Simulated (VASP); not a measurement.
# LuTiO (P4/nmm) in VASP: single point with revPBE

Aim: the single point of LuTiO with revPBE.

Everything below comes from runs of VASP 6.6.1. Logs are shortened: lines on timing, memory, paths and dates and some standing lists are left out, and cuts for length are marked.

### 1 The cell of the first run

Symmetry: P4/nmm, No. 129, tetragonal system. Conventional cell: a = 3.803 Å, b = 3.803 Å, c = 7.913 Å, α = 90.00°, β = 90.00°, γ = 90.00°. Within 2.9 Å of Lu (site symmetry 4mm) lie 4 O at 2.19 Å. Within 3.7 Å of Ti (site symmetry 4mm) lie 4 Ti at 2.79 Å and 5 Lu at 3.23 to 3.67 Å. Within 2.9 Å of O (site symmetry -4m2) lie 4 Lu at 2.19 Å and 4 O at 2.69 Å.

### 2 Single point, revPBE

File INCAR:

```
SYSTEM = LuTiO
PREC = Accurate
ENCUT = 520
EDIFF = 1E-6
ISMEAR = -1
SIGMA = 0.1
LREAL = .FALSE.
LASPH = .TRUE.
NELM = 80
ALGO = Normal
ISIF = 2
LWAVE = .FALSE.
LCHARG = .TRUE.
GGA = RE
LELF = .TRUE.
LVHAR = .TRUE.
NBANDS = 52
```

File KPOINTS:

```
Automatic mesh
0
G
  5 5 3
  0 0 0
```

File POSCAR:

```
LuTiO
1.0
    3.8028250887      0.0000000000      0.0000000000
    0.0000000000      3.8028250887      0.0000000000
    0.0000000000      0.0000000000      7.9127768368
Lu Ti O
2 2 2
Direct
    0.7500000000      0.7500000000      0.3618157589
    0.2500000000      0.2500000000      0.6381842411
    0.2500000000      0.2500000000      0.0462554377
    0.7500000000      0.7500000000      0.9537445623
    0.7500000000      0.2500000000      0.5000000000
    0.2500000000      0.7500000000      0.5000000000
```

Potentials or basis: VASP PAW PBE potentials, release 64 (Lu, Ti_sv, O).

Run with:

```bash
> cat potpaw_PBE.64/Lu/POTCAR potpaw_PBE.64/Ti_sv/POTCAR potpaw_PBE.64/O/POTCAR > POTCAR
> mpirun -np 1 vasp_std > vasp.out
```

OUTCAR:

```text
SYSTEM = LuTiO
   PREC = Accurate
   ENCUT = 520
   EDIFF = 1E-6
   ISMEAR = -1
   LREAL = .FALSE.
   LASPH = .TRUE.
   NELM = 80
   ISIF = 2
   GGA = RE

 ion  position               nearest neighbor table
   1  0.750  0.750  0.362-   5 2.19   6 2.19   5 2.19   6 2.19   4 3.23   2 3.47   2 3.47   2 3.47
                             2 3.47
   2  0.250  0.250  0.638-   5 2.19   6 2.19   6 2.19   5 2.19   3 3.23   1 3.47   1 3.47   1 3.47
                             1 3.47
   3  0.250  0.250  0.046-   4 2.79   4 2.79   4 2.79   4 2.79   2 3.23
   4  0.750  0.750  0.954-   3 2.79   3 2.79   3 2.79   3 2.79   1 3.23
   5  0.750  0.250  0.500-   1 2.19   2 2.19   1 2.19   2 2.19
   6  0.250  0.750  0.500-   1 2.19   2 2.19   2 2.19   1 2.19

  LATTYP: Found a simple tetragonal cell.
 ALAT       =     3.8028250887
 C/A-ratio  =     2.0807627625

  Lattice vectors:

 A1 = (   3.8028250887,   0.0000000000,   0.0000000000)
 A2 = (   0.0000000000,   3.8028250887,   0.0000000000)
 A3 = (   0.0000000000,   0.0000000000,   7.9127768368)

Analysis of symmetry for initial positions (statically):
=====================================================================
 Subroutine PRICEL returns:
 Original cell was already a primitive cell.

 Routine SETGRP: Setting up the symmetry group for a
 simple tetragonal supercell.

 Subroutine GETGRP returns: Found 16 space group operations
 (whereof  4 operations were pure point group operations)
 out of a pool of 16 trial point group operations.

The static configuration has the point symmetry C_2h.
 The point group associated with its full space group is D_4h.

Analysis of symmetry for dynamics (positions and initial velocities):
=====================================================================
 Subroutine PRICEL returns:
 Original cell was already a primitive cell.

 Routine SETGRP: Setting up the symmetry group for a
 simple tetragonal supercell.

 Subroutine GETGRP returns: Found 16 space group operations
 (whereof  4 operations were pure point group operations)
 out of a pool of 16 trial point group operations.

The dynamic configuration has the point symmetry C_2h.
 The point group associated with its full space group is D_4h.

 Subroutine INISYM returns: Found 16 space group operations
 (whereof  4 operations are pure point group operations),
 and found     1 'primitive' translations

----------------------------------------------------------------------------------------

                                     Primitive cell

  volume of cell :     114.4305

  direct lattice vectors                    reciprocal lattice vectors
     3.802825089  0.000000000  0.000000000     0.262962397  0.000000000  0.000000000
     0.000000000  3.802825089  0.000000000     0.000000000  0.262962397  0.000000000
     0.000000000  0.000000000  7.912776837     0.000000000  0.000000000  0.126377885

  length of vectors
     3.802825089  3.802825089  7.912776837     0.262962397  0.262962397  0.126377885

  position of ions in fractional coordinates (direct lattice)
     0.750000000  0.750000000  0.361815759
     0.250000000  0.250000000  0.638184241
     0.250000000  0.250000000  0.046255438
     0.750000000  0.750000000  0.953744562
     0.750000000  0.250000000  0.500000000
     0.250000000  0.750000000  0.500000000

  ion indices of the primitive-cell ions
   primitive index   ion index
                 1           1
                 2           2
                 3           3
                 4           4
                 5           5
                 6           6

----------------------------------------------------------------------------------------

 KPOINTS: Automatic mesh

Automatic generation of k-mesh.
 Grid dimensions read from file:
 generate k-points for:    5    5    3

 Generating k-lattice:

  Cartesian coordinates                     Fractional coordinates (reciprocal lattice)
     0.052592479  0.000000000  0.000000000     0.200000000  0.000000000  0.000000000
     0.000000000  0.052592479  0.000000000     0.000000000  0.200000000  0.000000000
     0.000000000  0.000000000  0.042125962     0.000000000  0.000000000  0.333333333

  Length of vectors
     0.052592479  0.052592479  0.042125962

  Shift w.r.t. Gamma in fractional coordinates (k-lattice)
     0.000000000  0.000000000  0.000000000

 Subroutine IBZKPT returns following result:
 ===========================================

 Found     12 irreducible k-points:

 Following reciprocal coordinates:
            Coordinates               Weight
  0.000000  0.000000  0.000000      1.000000
  0.200000  0.000000  0.000000      4.000000
  0.400000  0.000000  0.000000      4.000000
  0.200000  0.200000  0.000000      4.000000
  0.400000  0.200000  0.000000      8.000000
  0.400000  0.400000  0.000000      4.000000
  0.000000  0.000000  0.333333      2.000000
  0.200000  0.000000  0.333333      8.000000
  0.400000  0.000000  0.333333      8.000000
  0.200000  0.200000  0.333333      8.000000
  0.400000  0.200000  0.333333     16.000000
  0.400000  0.400000  0.333333      8.000000
   k-points           NKPTS =     12   k-points in BZ     NKDIM =     12   number of bands    NBANDS=     52
   number of dos      NEDOS =    301   number of ions     NIONS =      6
   total plane-waves  NPLWV =  47040
   dimension x,y,z NGX =    28 NGY =   28 NGZ =   60
   dimension x,y,z NGXF=    56 NGYF=   56 NGZF=  120
   ions per type =               2   2   2
   NGX,Y,Z   is equivalent  to a cutoff of  12.24, 12.24, 12.61 a.u.
   NGXF,Y,Z  is equivalent  to a cutoff of  24.48, 24.48, 25.21 a.u.
 SYSTEM =  LuTiO
   PREC   = accura    normal or accurate (medium, high low for compatibility)
   ISTART =      0    job   : 0-new  1-cont  2-samecut
   ICHARG =      2    charge: 1-file 2-atom 10-const
   ISPIN  =      1    spin polarized calculation?
   LNONCOLLINEAR =      F non collinear calculations
   LSORBIT =      F    spin-orbit coupling
   LASPH  =      T    aspherical Exc in radial PAW
   ENCUT  =  520.0 eV  38.22 Ry    6.18 a.u.   7.07  7.07 14.71*2*pi/ulx,y,z
   NELM   =     80;   NELMIN=  2; NELMDL= -5     # of ELM steps
   EDIFF  = 0.1E-05   stopping-criterion for ELM
   LREAL  =      F    real-space projection
   EDIFFG = 0.1E-04   stopping-criterion for IOM
   NSW    =      0    number of steps for IOM
   IBRION =     -1    ionic relax: 0-MD 1-quasi-New 2-CG
   NFREE  =      0    steps in history (QN), initial steepest desc. (CG)
   ISIF   =      2    stress and relaxation
   ISYM   =      2    0-nonsym 1-usesym 2-fastsym
   POTIM  = 0.5000    time-step for ionic-motion
   TEBEG  =    0.0;   TEEND  =   0.0 temperature during run
   PSTRESS=    0.0 pullay stress
   NELECT =      86.0000    total number of electrons
   NUPDOWN=      -1.0000    fix difference up-down
   EMIN   =  10.00;   EMAX   =-10.00  energy-range for DOS
   EFERMI =   0.00;   METHOD = LEGACY
   ISMEAR =    -1;   SIGMA  =   0.10  broadening in eV -4-tet -1-fermi 0-gaus
   EFERMI_NEDOS =   21; number of points for ismear=-14 and -15
   IALGO  =     38    algorithm
   IMIX   =      4    mixing-type and parameters
     AMIX     =   0.40;   BMIX     =  1.00
     AMIX_MAG =   1.60;   BMIX_MAG =  1.00
  volume/ion in A,a.u.               =      19.07       128.70
  Fermi-wavevector in a.u.,A,eV,Ry     =   1.488426  2.812716 30.142490  2.215411
  Thomas-Fermi vector in A             =   2.601462
   LORBIT       =      0    0 simple, 1 ext, 2 COOP (PROOUT), +10 PAW based schemes
   GGA     = RE    functional components
   LHFCALC =     F    Hartree Fock is set to
   AEXX    =    0.0000 exact exchange contribution
   IVDW    =     0    specifies the selected vdW correction
   LEPSILON=     F    determine dielectric tensor
   LRPA    =     F    only Hartree local field effects (RPA)
 non-spin polarized calculation
  energy-cutoff  :      520.00
  volume of cell :      114.43
 maximum number of plane-waves:      3092
   NGX = 15   NGY = 15   NGZ = 29

 number of electron      86.0000058 magnetization

 Free energy of the ion-electron system (eV)
  ---------------------------------------------------
  ext. energy  EPLUGINS =         0.00000000
  ---------------------------------------------------
  free energy    TOTEN  =       -42.71099966 eV

  energy without entropy =      -42.51243309  energy(sigma->0) =      -42.61171637

 E-fermi :   4.2319     XC(G=0): -10.4294

 val. band max:        4.2058520506   @ k =   0.2000   0.2000   0.0000
 cond. band min:       4.2345045211   @ k =   0.2000   0.2000   0.0000
 fundamental gap:      0.0286524705
 Fermi energy:         4.2319292647

 k-point     1 :       0.0000    0.0000    0.0000
  band No.  band energies     occupation
      1     -52.7759      2.00000
      2     -52.6500      2.00000
      3     -51.7667      2.00000
      4     -51.7414      2.00000
      5     -29.0802      2.00000
      6     -29.0430      2.00000
[... 44 lines left out ...]
     51       7.8080      0.00000
     52       7.8482      0.00000

 k-point     2 :       0.2000    0.0000    0.0000
  band No.  band energies     occupation
      1     -52.7636      2.00000
      2     -52.6617      2.00000
      3     -51.7631      2.00000
      4     -51.7426      2.00000
      5     -29.1064      2.00000
      6     -29.0547      2.00000
[... 44 lines left out ...]
     51       7.1742      0.00000
     52       7.2371      0.00000

 k-point     3 :       0.4000    0.0000    0.0000
  band No.  band energies     occupation
      1     -52.7317      2.00000
      2     -52.6928      2.00000
      3     -51.7548      2.00000
      4     -51.7469      2.00000
      5     -29.1091      2.00000
      6     -29.0835      2.00000
[... 44 lines left out ...]
     51       6.7557      0.00000
     52       7.1142      0.00000
[... 386 lines left out ...]
 k-point    11 :       0.4000    0.2000    0.3333
  band No.  band energies     occupation
      1     -52.7276      2.00000
      2     -52.6960      2.00000
      3     -51.7528      2.00000
      4     -51.7465      2.00000
      5     -29.1021      2.00000
      6     -29.0874      2.00000
[... 44 lines left out ...]
     51       6.6630      0.00000
     52       6.8567      0.00000

 k-point    12 :       0.4000    0.4000    0.3333
  band No.  band energies     occupation
      1     -52.7171      2.00000
      2     -52.7051      2.00000
      3     -51.7488      2.00000
      4     -51.7464      2.00000
      5     -29.0987      2.00000
      6     -29.0978      2.00000
[... 44 lines left out ...]
     51       6.4138      0.00000
     52       6.4497      0.00000

------------------------ aborting loop because EDIFF is reached ----------------------------------------

  FORCE on cell =-STRESS in cart. coord.  units (eV):
  Direction    XX          YY          ZZ          XY          YZ          ZX
  --------------------------------------------------------------------------------------
  -------------------------------------------------------------------------------------
  Total        0.4713738      0.4713738      0.2856517      0.0000000     -0.0000000      0.0000000
  in kB        6.5998554      6.5998554      3.9995004      0.0000000     -0.0000000      0.0000000
  external PRESSURE =       5.7330704 kB  Pullay stress =       0.0000000 kB

 VOLUME and BASIS-vectors are now :
 -----------------------------------------------------------------------------
  energy-cutoff  :      520.00
  volume of cell :      114.43
      direct lattice vectors                 reciprocal lattice vectors
     3.802825089  0.000000000  0.000000000     0.262962397  0.000000000  0.000000000
     0.000000000  3.802825089  0.000000000     0.000000000  0.262962397  0.000000000
     0.000000000  0.000000000  7.912776837     0.000000000  0.000000000  0.126377885

 POSITION                                       TOTAL-FORCE (eV/Angst)
 -----------------------------------------------------------------------------------
      2.85212      2.85212      2.86297        -0.000000     -0.000000     -0.154390
      0.95071      0.95071      5.04981        -0.000000      0.000000      0.154390
      0.95071      0.95071      0.36601         0.000000      0.000000     -0.001974
      2.85212      2.85212      7.54677         0.000000     -0.000000      0.001974
      2.85212      0.95071      3.95639         0.000000     -0.000000     -0.000000
      0.95071      2.85212      3.95639        -0.000000     -0.000000     -0.000000
 -----------------------------------------------------------------------------------
    total drift:                                0.000000      0.000000      0.000000

  FREE ENERGIE OF THE ION-ELECTRON SYSTEM (eV)
  ---------------------------------------------------
  free  energy   TOTEN  =       -42.7109996606 eV

  energy  without entropy=      -42.5124330893  energy(sigma->0) =      -42.61171637
```

Wall time 1.7 min (1 thread of AMD EPYC 7R43 (Zen 3), shared host); peak memory 0.2 GiB.

What came out:

```
Free energy            : -42.7110 eV
Pressure               : 0.6 GPa
Largest force          : 0.154 eV/Å
Band gap on the k mesh : 0.03 eV, direct
```

Forces on the atoms (eV/Å):
```
Lu   0.000  0.000 -0.154
Lu   0.000  0.000  0.154
Ti   0.000  0.000 -0.002
Ti   0.000  0.000  0.002
O    0.000  0.000  0.000
O    0.000  0.000  0.000
```

Caveat: the PAW data sets were made with another functional, which shifts forces and pressure a little; spin-orbit coupling is left out, which moves the levels of the heavy elements. A k mesh can miss the band edges.
